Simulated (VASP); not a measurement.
SrTl:

```
CELL_PARAMETERS angstrom
4.03200 0.00000 0.00000
0.00000 4.03200 0.00000
0.00000 0.00000 4.03200
ATOMIC_POSITIONS crystal
Sr 0.00000 0.00000 0.00000
Tl 0.50000 0.50000 0.50000
```

Base run:

* Program: VASP 6.6.1
* Functional: PBEsol
* Potentials or basis: VASP PAW PBE potentials, release 64 (Sr_sv, Tl_d)
* Cutoff: 520 eV
* k mesh: 5 × 5 × 5
* Occupations: fermi-dirac, width 0.1 eV
* Spin: no spin polarisation

Its results: pressure 0.2 GPa.

Task: The run is repeated on the same cell with these changes: functional from PBEsol to BLYP. What comes out?

Result: Pressure 3.8 GPa.

BLYP binds less tightly than PBEsol, so the same cell stands under more pressure.

Caveats: the PAW data sets were made with another functional, which shifts forces and pressure a little.
